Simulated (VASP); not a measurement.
## W: single point with LDA

The system is W.

```xyz
1
Lattice="-1.5677 1.5677 1.5677 1.5677 -1.5677 1.5677 1.5677 1.5677 -1.5677" Properties=species:S:1:pos:R:3 pbc="T T T"
W     0.0000    0.0000    0.0000
```

```yaml
Program: VASP 6.6.1
Task: single point
Functional: LDA
Potentials_or_basis: VASP PAW LDA potentials, release 64 (W_sv)
Cutoff: 520 eV
k_mesh: 16 × 16 × 16
Occupations: fermi-dirac, width 0.15 eV
Spin: no spin polarisation
```

| Property | Result |
| --- | --- |
| Pressure | 1.9 GPa |
| Band gap on the k mesh | zero (band 7 reaches 17.09 eV, above the bottom of band 8 at 10.43 eV) |

Levels at points of the mesh, in eV from the Fermi level:
| k point | band 3 | band 4 | band 5 | band 6 | band 7 | band 8 | band 9 | band 10 | band 11 | band 12 |
| --- | --- | --- | --- | --- | --- | --- | --- | --- | --- | --- |
| (0.00, 0.00, 0.00) | -37.46 | -37.46 | -9.69 | -1.30 | -1.30 | -1.30 | 2.27 | 2.27 | 14.65 | 14.65 |
| (0.50, 0.00, 0.00) | -37.93 | -37.47 | -6.43 | -3.71 | 0.95 | 2.19 | 3.18 | 6.40 | 11.56 | 11.65 |
| (0.50, 0.50, 0.50) | -38.47 | -38.47 | -6.07 | -6.07 | 5.36 | 5.36 | 5.36 | 8.60 | 8.60 | 8.60 |

Wall time 18 s on 1 thread of Intel Xeon 6975P-C (shared host), peak memory 0.14 GiB.

Caveat: spin-orbit coupling is left out, which moves the levels of the heavy elements.
